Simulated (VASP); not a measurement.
Ni: single point with LDA

The system is Ni.

```
Ni
1.0
     2.41494    0.00000    0.00000
    -1.20747    2.09140    0.00000
     0.00000    0.00000    4.01776
Ni
2
Direct
  0.66667 0.33333 0.75000
  0.33333 0.66667 0.25000
```

This isn't the form of Ni at room conditions, which is fcc.

| Property | Result |
| --- | --- |
| Program | VASP 6.6.1 |
| Task | single point |
| Functional | LDA |
| Potentials or basis | VASP PAW LDA potentials, release 64 (Ni_sv_GW) |
| Cutoff | 690 eV |
| k mesh | 12 × 12 × 7 |
| Occupations | fermi-dirac, width 0.05 eV |
| Spin | collinear spin, ferromagnetic start |
| Starting moments | [1.0, 1.0] μB |

```json
{"Pressure": "-3.2 GPa", "Net moment": "1.14 μB per cell", "Site moments": "Ni +0.59 μB", "Valence electrons inside the program's atomic spheres": "Ni 16.42"}
```

Stress tensor (GPa, compression positive):
```
-1.96  0.00  0.00
 0.00 -1.96  0.00
 0.00  0.00 -5.74
```

Levels at points of the mesh, in eV from the Fermi level:
Spin up:
```csv
k point,band 15,band 16,band 17,band 18,band 19,band 20,band 21,band 22,band 23,band 24
"(0.00, 0.00, 0.00)",-2.18,-1.63,-1.63,-0.68,-0.61,-0.61,5.91,23.27,25.56,25.80
"(0.50, 0.00, 0.00)",-2.16,-0.47,-0.43,-0.34,1.34,3.36,9.64,10.22,12.91,13.96
```
Spin down:
```tsv
k point	band 15	band 16	band 17	band 18	band 19	band 20	band 21	band 22
(0.00, 0.00, 0.00)	-1.60	-1.06	-1.06	-0.65	-0.01	-0.01	6.28	23.26
(0.50, 0.00, 0.00)	-1.61	0.17	0.18	0.31	1.77	3.71	9.81	10.37
```

Wall time 3.2 min on 1 thread of Intel(R) Xeon(R) Platinum 8375C CPU @ 2.90GHz (Ice Lake), on a shared host, peak memory 0.23 GiB.

Caveat: the cell stands under tension.
